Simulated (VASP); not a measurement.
Bi, 2 atoms in the cell. The typed cell holds 2 atoms: a = 3.238 Å, b = 3.222 Å, c = 6.444 Å, α = 89.99°, β = 90.72°, γ = 90.57°. 

```yaml
Program: VASP 6.6.1
Task: single point
Functional: PBEsol
Potentials_or_basis: VASP PAW PBE potentials, release 64 (Bi_d)
Cutoff: 520 eV
k_mesh: 7 × 7 × 4
Occupations: fermi-dirac, width 0.05 eV
Spin: no spin polarisation
Dipole_correction: no
Further_INCAR_settings: ALGO = Fast; EDIFF = 1e-06; NBANDS = 22
```

Potentials or basis: VASP PAW PBE potentials, release 64 (Bi_d).

Run with:

```console
$ cat potpaw_PBE.64/Bi_d/POTCAR > POTCAR
$ mpirun -np 1 vasp_std > vasp.out
```

Hardware: 1 thread of Intel(R) Xeon(R) Platinum 8559C (Emerald Rapids) (shared host).

Problem. Estimate the wall time of this run.

Solution. Wall time 43 s on 1 thread of Intel(R) Xeon(R) Platinum 8559C (Emerald Rapids) (shared host), peak memory 0.24 GiB. Counts: scf iterations 12, k points 99.
